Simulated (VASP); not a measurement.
# HC2 in VASP: relaxation of the atoms with PBEsol

Aim: the relaxation of the atoms of HC2 with PBEsol.

Everything below comes from runs of VASP 6.6.1. Logs are shortened: lines on timing, memory, paths and dates and some standing lists are left out, and cuts for length are marked.

## (1) The cell of the first run

The cell holds a slab with vacuum, 30 atoms: a = 5.049 Å, b = 5.049 Å, c = 16.165 Å, α = 90.00°, β = 90.00°, γ = 90.00°.

## (2) Relaxation of the atoms, PBEsol

Contents of INCAR:

```
PREC = Accurate
ENCUT = 520
EDIFF = 1E-6
ISMEAR = 0
SIGMA = 0.02
LREAL = Auto
LASPH = True
NELM = 80
ALGO = Normal
ISIF = 2
LWAVE = False
LCHARG = False
GGA = PS
IBRION = 2
NSW = 80
EDIFFG = -0.03
```

Contents of KPOINTS:

```
Automatic mesh
0
Gamma
  2 2 1
```

Contents of POSCAR:

```
HC2
1.0
    5.0487420000      0.0000000000      0.0000000000
    0.0000000000      5.0487420000      0.0000000000
    0.0000000000      0.0000000000     16.1647000000
H C
10 20
Selective dynamics
Direct
    0.4277868800      0.0000000000      0.0618632000  F F F
    0.0722131600      0.0000000000      0.0618632000  F F F
    0.9277869200      0.0000000000      0.0618632000  F F F
    0.5722132000      0.0000000000      0.0618632000  F F F
    0.4277868800      0.5000000400      0.0618632000  F F F
    0.0722131600      0.5000000400      0.0618632000  F F F
    0.9277869200      0.5000000400      0.0618632000  F F F
    0.5722132000      0.5000000400      0.0618632000  F F F
    0.8333334000      0.6666667200      0.3003272600  T T T
    1.0833334200      0.1989689800      0.3485805500  T T T
    0.2500000200      0.0000000000      0.1011277700  F F F
    0.7500000600      0.0000000000      0.1011277700  F F F
    0.2500000200      0.5000000400      0.1011277700  F F F
    0.7500000600      0.5000000400      0.1011277700  F F F
    0.2500000200      0.2500000200      0.1563406700  F F F
    0.7500000600      0.2500000200      0.1563406700  F F F
    0.2500000200      0.7500000600      0.1563406700  F F F
    0.7500000600      0.7500000600      0.1563406700  F F F
    0.0000000000      0.2500000200      0.2115535700  T T T
    0.5000000400      0.2500000200      0.2115535700  T T T
    0.0000000000      0.7500000600      0.2115535700  T T T
    0.5000000400      0.7500000600      0.2115535700  T T T
    0.0000000000      0.0000000000      0.2667664700  T T T
    0.5000000400      0.0000000000      0.2667664700  T T T
    0.0000000000      0.5000000400      0.2667664700  T T T
    0.5000000400      0.5000000400      0.2667664700  T T T
    0.2500000200      0.0969069000      0.3195048500  T T T
    0.7500000600      0.0969069000      0.3195048500  T T T
    0.2500000200      0.4030931400      0.2972341000  T T T
    0.7500000600      0.4030931400      0.2972341000  T T T
```

Potentials or basis: VASP PAW PBE potentials, release 64 (H, C).

The run is started by

```
> cat potpaw_PBE.64/H/POTCAR potpaw_PBE.64/C/POTCAR > POTCAR
> mpirun -np 1 vasp_std > vasp.out
```

OUTCAR:

```text
PREC = Accurate
   ENCUT = 520
   EDIFF = 1E-6
   ISMEAR = 0
   LREAL = Auto
   LASPH = True
   NELM = 80
   ISIF = 2
   GGA = PS
   IBRION = 2
   NSW = 80
   EDIFFG = -0.03

 ion  position               nearest neighbor table
   1  0.428  0.000  0.062-   4 0.73  11 1.10
   2  0.072  0.000  0.062-   3 0.73  11 1.10
   3  0.928  0.000  0.062-   2 0.73  12 1.10
   4  0.572  0.000  0.062-   1 0.73  12 1.10
   5  0.428  0.500  0.062-   8 0.73  13 1.10
   6  0.072  0.500  0.062-   7 0.73  13 1.10
   7  0.928  0.500  0.062-   6 0.73  14 1.10
   8  0.572  0.500  0.062-   5 0.73  14 1.10
   9  0.833  0.667  0.300-  25 1.31  30 1.40
  10  0.083  0.199  0.349-  27 1.09
  11  0.250  0.000  0.101-   1 1.10   2 1.10  17 1.55  15 1.55
  12  0.750  0.000  0.101-   4 1.10   3 1.10  18 1.55  16 1.55
  13  0.250  0.500  0.101-   5 1.10   6 1.10  17 1.55  15 1.55
  14  0.750  0.500  0.101-   8 1.10   7 1.10  18 1.55  16 1.55
  15  0.250  0.250  0.156-  11 1.55  13 1.55  19 1.55  20 1.55
  16  0.750  0.250  0.156-  19 1.55  20 1.55  12 1.55  14 1.55
  17  0.250  0.750  0.156-  11 1.55  13 1.55  21 1.55  22 1.55
  18  0.750  0.750  0.156-  12 1.55  21 1.55  14 1.55  22 1.55
  19  0.000  0.250  0.212-  16 1.55  15 1.55  23 1.55  25 1.55  30 2.03  29 2.03
  20  0.500  0.250  0.212-  16 1.55  15 1.55  24 1.55  26 1.55  30 2.03  29 2.03
  21  0.000  0.750  0.212-  18 1.55  23 1.55  25 1.55  17 1.55
  22  0.500  0.750  0.212-  24 1.55  18 1.55  26 1.55  17 1.55
  23  0.000  0.000  0.267-  21 1.55  19 1.55  28 1.60  27 1.60
  24  0.500  0.000  0.267-  22 1.55  20 1.55  28 1.60  27 1.60
  25  0.000  0.500  0.267-   9 1.31  30 1.44  29 1.44  21 1.55  19 1.55
  26  0.500  0.500  0.267-  30 1.44  29 1.44  22 1.55  20 1.55
  27  0.250  0.097  0.320-  10 1.09  29 1.59  24 1.60  23 1.60
  28  0.750  0.097  0.320-  30 1.59  23 1.60  24 1.60
  29  0.250  0.403  0.297-  25 1.44  26 1.44  27 1.59  20 2.03  19 2.03
  30  0.750  0.403  0.297-   9 1.40  25 1.44  26 1.44  28 1.59  19 2.03  20 2.03

  LATTYP: Found a simple tetragonal cell.
 ALAT       =     5.0487420000
 C/A-ratio  =     3.2017282721

  Lattice vectors:

 A1 = (   5.0487420000,   0.0000000000,   0.0000000000)
 A2 = (   0.0000000000,   5.0487420000,   0.0000000000)
 A3 = (   0.0000000000,   0.0000000000,  16.1647000000)

Analysis of symmetry for initial positions (statically):
=====================================================================
 Subroutine PRICEL returns:
 Original cell was already a primitive cell.

 Routine SETGRP: Setting up the symmetry group for a
 simple tetragonal supercell.

 Subroutine GETGRP returns: Found  1 space group operations
 (whereof  1 operations were pure point group operations)
 out of a pool of 16 trial point group operations.

The static configuration has the point symmetry C_1 .

[... 187 lines left out ...]
   LHFCALC =     F    Hartree Fock is set to
   AEXX    =    0.0000 exact exchange contribution
   IVDW    =     0    specifies the selected vdW correction
   LEPSILON=     F    determine dielectric tensor
   LRPA    =     F    only Hartree local field effects (RPA)
 conjugate gradient relaxation of ions
 non-spin polarized calculation
 Gauss-broadening in eV      SIGMA  =   0.02
  energy-cutoff  :      520.00
  volume of cell :      412.03
 maximum number of plane-waves:     11113
 NGX is ok and might be reduce to    40
   NGX = 19   NGY = 19   NGZ = 61

--------------------------------------- Ionic step        1  -------------------------------------------

 number of electron      90.0000007 magnetization

 Free energy of the ion-electron system (eV)
  ---------------------------------------------------
  ext. energy  EPLUGINS =         0.00000000
  ---------------------------------------------------
  free energy    TOTEN  =      -196.74579713 eV

  energy without entropy =     -196.74579712  energy(sigma->0) =     -196.74579713

------------------------ aborting loop because EDIFF is reached ----------------------------------------

  FORCE on cell =-STRESS in cart. coord.  units (eV):
  Direction    XX          YY          ZZ          XY          YZ          ZX
  --------------------------------------------------------------------------------------
  -------------------------------------------------------------------------------------
  Total       85.2750718    -12.0628240     11.8158738      0.2292867      0.5524245     -1.1971927
  in kB      331.5878978    -46.9056944     45.9454407      0.8915702      2.1480754     -4.6552246
  external PRESSURE =     110.2092147 kB  Pullay stress =       0.0000000 kB
[... 173 lines left out ...]
  FREE ENERGIE OF THE ION-ELECTRON SYSTEM (eV)
  ---------------------------------------------------
  free  energy   TOTEN  =      -200.1961741070 eV

  energy  without entropy=     -200.1906770067  energy(sigma->0) =     -200.19342556

[... ionic steps 4 to 39 ...]

--------------------------------------- Ionic step       40  -------------------------------------------

 number of electron      90.0000005 magnetization

------------------------ aborting loop because EDIFF is reached ----------------------------------------
[... 123 lines left out ...]
--------------------------------------- Ionic step       42  -------------------------------------------

 number of electron      90.0000005 magnetization

 Free energy of the ion-electron system (eV)
  ---------------------------------------------------
  ext. energy  EPLUGINS =         0.00000000
  ---------------------------------------------------
  free energy    TOTEN  =      -207.53023335 eV

  energy without entropy =     -207.53023104  energy(sigma->0) =     -207.53023220

 E-fermi :   0.7983     XC(G=0):  -5.3634

 val. band max:        0.7423690304   @ k =   0.0000   0.0000   0.0000
 cond. band min:       0.8548908031   @ k =   0.5000   0.0000   0.0000
 fundamental gap:      0.1125217727
 Fermi energy:         0.7982678719

 k-point     1 :       0.0000    0.0000    0.0000
  band No.  band energies     occupation
      1     -20.6061      2.00000
      2     -18.3025      2.00000
      3     -16.3784      2.00000
      4     -16.0415      2.00000
      5     -15.9409      2.00000
      6     -15.8781      2.00000
[... 229 lines left out ...]
     56       6.5185      0.00000
     57       6.8199      0.00000
 [bands above 57 left out]

------------------------ aborting loop because EDIFF is reached ----------------------------------------

  FORCE on cell =-STRESS in cart. coord.  units (eV):
  Direction    XX          YY          ZZ          XY          YZ          ZX
  --------------------------------------------------------------------------------------
  -------------------------------------------------------------------------------------
  Total       68.9147923     -9.7177564     -4.8769792      0.0149634     -0.0342454     -0.0762691
  in kB      267.9717600    -37.7870148    -18.9638922      0.0581843     -0.1331615     -0.2965687
  external PRESSURE =      70.4069510 kB  Pullay stress =       0.0000000 kB
[... 45 lines left out ...]
  FREE ENERGIE OF THE ION-ELECTRON SYSTEM (eV)
  ---------------------------------------------------
  free  energy   TOTEN  =      -207.5302333532 eV

  energy  without entropy=     -207.5302310386  energy(sigma->0) =     -207.53023220

 reached required accuracy - stopping structural energy minimisation
```

OSZICAR:

```text
N       E                     dE             d eps       ncg     rms          rms(c)
DAV:   1     0.662368761493E+03    0.66237E+03   -0.40799E+04   488   0.126E+03
DAV:   2    -0.126044796316E+03   -0.78841E+03   -0.75815E+03   699   0.303E+02
DAV:   3    -0.206884820572E+03   -0.80840E+02   -0.80022E+02   608   0.979E+01
DAV:   4    -0.209303938016E+03   -0.24191E+01   -0.24111E+01   688   0.186E+01
[... 447 lines left out ...]
       N       E                     dE             d eps       ncg     rms          rms(c)
DAV:   1    -0.207530209776E+03   -0.14798E-03   -0.19596E-02   511   0.598E-01    0.286E-02
DAV:   2    -0.207530237213E+03   -0.27437E-04   -0.35001E-04   640   0.749E-02    0.195E-02
DAV:   3    -0.207530233251E+03    0.39629E-05   -0.18996E-05   595   0.200E-02    0.793E-03
DAV:   4    -0.207530233353E+03   -0.10261E-06   -0.47213E-06   520   0.890E-03
  42 F= -.20753023E+03 E0= -.20753023E+03  d E =-.172443E-03
```

CONTCAR:

```text
HC2
   1.00000000000000
     5.0487419999999998    0.0000000000000000    0.0000000000000000
     0.0000000000000000    5.0487419999999998    0.0000000000000000
     0.0000000000000000    0.0000000000000000   16.1646999999999998
  H               C
    10    20
Selective dynamics
Direct
     0.4277868799999993    0.0000000000000000    0.0618631999999977   F   F   F
     0.0722131599999969    0.0000000000000000    0.0618631999999977   F   F   F
     0.9277869200000026    0.0000000000000000    0.0618631999999977   F   F   F
     0.5722132000000002    0.0000000000000000    0.0618631999999977   F   F   F
     0.4277868799999993    0.5000000400000033    0.0618631999999977   F   F   F
     0.0722131599999969    0.5000000400000033    0.0618631999999977   F   F   F
     0.9277869200000026    0.5000000400000033    0.0618631999999977   F   F   F
     0.5722132000000002    0.5000000400000033    0.0618631999999977   F   F   F
     0.7499734682734287    0.4881149973095167    0.3816569573705816   T   T   T
     0.2506566357862626    0.0136163734757450    0.3819264639456005   T   T   T
     0.2500000200000017    0.0000000000000000    0.1011277699999980   F   F   F
     0.7500000599999979    0.0000000000000000    0.1011277699999980   F   F   F
     0.2500000200000017    0.5000000400000033    0.1011277699999980   F   F   F
     0.7500000599999979    0.5000000400000033    0.1011277699999980   F   F   F
     0.2500000200000017    0.2500000200000017    0.1563406699999987   F   F   F
     0.7500000599999979    0.2500000200000017    0.1563406699999987   F   F   F
     0.2500000200000017    0.7500000599999979    0.1563406699999987   F   F   F
[... 42 lines left out ...]
  0.00000000E+00  0.00000000E+00  0.00000000E+00
  0.00000000E+00  0.00000000E+00  0.00000000E+00
```

It took 55 min on 1 thread of Oxide Virtual Turin-like, shared host; peak memory 0.46 GiB.

Results:

| Item | Value |
| --- | --- |
| Free energy | -207.5302 eV |
| Energy gained by relaxing | 359.5 meV/atom |
| Ionic steps | 42 |
| Band gap on the k mesh | zero (bands 45 and 46 overlap by 0.28 eV) |

Step by step:
| step | energy change (eV) | largest force on free atoms (eV/Å) | pressure (GPa) |
| --- | --- | --- | --- |
| 1 | 0.0000 | 5.9752 | 11.02 |
| 3 | -3.4504 | 4.3226 | 10.25 |
| 5 | -5.3917 | 3.7908 | 10.44 |
| 7 | -7.3651 | 4.5345 | 10.17 |
| 9 | -8.6708 | 3.6788 | 8.64 |
| 11 | -9.5139 | 2.4031 | 7.79 |
| 13 | -10.0152 | 2.4043 | 7.04 |
| 15 | -10.3031 | 1.0666 | 6.68 |
| 17 | -10.4662 | 1.1540 | 6.81 |
| 19 | -10.5807 | 1.1902 | 6.66 |
| 21 | -10.6702 | 0.6650 | 6.50 |
| 23 | -10.7166 | 0.8629 | 6.70 |
| 25 | -10.7433 | 0.5055 | 6.83 |
| 27 | -10.7645 | 0.3792 | 6.93 |
| 29 | -10.7737 | 0.3240 | 7.03 |
| 31 | -10.7777 | 0.2414 | 7.06 |
| 33 | -10.7809 | 0.1449 | 7.06 |
| 35 | -10.7822 | 0.1322 | 7.07 |
| 37 | -10.7831 | 0.0877 | 7.07 |
| 39 | -10.7840 | 0.0891 | 7.05 |
| 41 | -10.7843 | 0.0405 | 7.04 |
| 42 | -10.7844 | 0.0253 | 7.04 |

Final structure:
```xyz
30
Lattice="5.0487 0.0000 0.0000 0.0000 5.0487 0.0000 0.0000 0.0000 16.1647" Properties=species:S:1:pos:R:3 pbc="T T T"
H     2.1598    0.0000    1.0000
H     0.3646    0.0000    1.0000
H     4.6842    0.0000    1.0000
H     2.8890    0.0000    1.0000
H     2.1598    2.5244    1.0000
H     0.3646    2.5244    1.0000
H     4.6842    2.5244    1.0000
H     2.8890    2.5244    1.0000
H     3.7864    2.4644    6.1694
H     1.2655    0.0687    6.1737
C     1.2622    0.0000    1.6347
C     3.7866    0.0000    1.6347
C     1.2622    2.5244    1.6347
C     3.7866    2.5244    1.6347
C     1.2622    1.2622    2.5272
C     3.7866    1.2622    2.5272
C     1.2622    3.7866    2.5272
C     3.7866    3.7866    2.5272
C     0.0004    1.2619    3.3498
C     2.5245    1.2619    3.3490
C     0.0004    3.7862    3.4876
C     2.5245    3.7865    3.4871
C     5.0359    0.0691    4.3321
C     2.5387    0.0691    4.3309
C     0.0138    2.4559    4.3303
C     2.5116    2.4556    4.3299
C     1.2637    0.4697    5.1464
C     3.7871    0.4790    5.0290
C     1.2632    2.0462    5.0272
C     3.7867    2.0566    5.1455
```

Levels at points of the mesh, in eV from the Fermi level:
| k point | band 41 | band 42 | band 43 | band 44 | band 45 | band 46 | band 47 | band 48 | band 49 | band 50 |
| --- | --- | --- | --- | --- | --- | --- | --- | --- | --- | --- |
| (0.00, 0.00, 0.00) | -2.86 | -2.76 | -0.67 | -0.37 | -0.18 | -0.06 | 2.08 | 3.11 | 3.73 | 3.88 |
| (0.50, 0.00, 0.00) | -2.61 | -2.61 | -2.34 | -2.34 | 0.06 | 0.06 | 3.33 | 3.33 | 4.26 | 4.26 |
| (0.00, 0.50, 0.00) | -3.66 | -2.55 | -0.40 | -0.23 | -0.18 | -0.14 | 3.04 | 3.04 | 3.62 | 3.63 |
| (0.50, 0.50, 0.00) | -3.20 | -3.20 | -2.79 | -2.79 | 0.14 | 0.14 | 4.03 | 4.03 | 4.10 | 4.10 |

Caveat: the k points lie up to 0.62 Å⁻¹ apart; there is no dipole correction, which matters where the two faces differ; the PAW data sets were made with another functional, which shifts forces and pressure a little.

The gap in the log of VASP goes by the Fermi energy; the results here count the filled bands.